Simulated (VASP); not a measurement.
Ag:

```
Ag
1.0
     2.93000    0.00000    0.00000
    -1.46500    2.53745    0.00000
     0.00000    0.00000    4.79000
Ag
2
Cartesian
  1.4650 0.8458 3.5925
  0.0000 1.6916 1.1975
```

This isn't the form of Ag at room conditions, which is fcc.

```yaml
Program: VASP 6.6.1
Task: relaxation of cell and atoms
Functional: PBEsol
Dispersion: D3(BJ)
Potentials_or_basis: VASP PAW PBE potentials, release 64 (Ag)
Cutoff: 600 eV
k_mesh: 10 × 10 × 6
Occupations: methfessel-paxton, width 0.1 eV
Spin: no spin polarisation
```

At the start: pressure -11.1 GPa; volume 17.81 Å³/atom.

Task: Where does the relaxation end?

Result: Over 7 steps the energy falls by 71.8 meV/atom and the volume is 15.96 Å³/atom (-10.4 %); space group P6_3/mmc (No. 194, to 0.1 Å) before and after.

The path:
| step | energy change (eV) | largest force (eV/Å) | pressure (GPa) | volume (Å³) |
| --- | --- | --- | --- | --- |
| 1 | 0.0000 | 0.0000 | -11.06 | 35.61 |
| 2 | -0.0611 | 0.0000 | 12.60 | 29.64 |
| 3 | -0.1435 | 0.0000 | -0.13 | 31.96 |
| 4 | -0.1435 | 0.0000 | 0.17 | 31.89 |
| 5 | -0.1436 | 0.0000 | -0.13 | 31.96 |
| 6 | -0.1436 | 0.0000 | -0.13 | 31.96 |
| 7 | -0.1436 | 0.0000 | 0.03 | 31.92 |

Final structure:
```
Ag
1.0
     2.83061    0.00000    0.00000
    -1.41531    2.45138    0.00000
     0.00000    0.00000    4.60058
Ag
2
Direct
  0.66667 0.33333 0.75000
  0.33333 0.66667 0.25000
```

Caveat: the PAW data sets were made with another functional, which shifts forces and pressure a little.
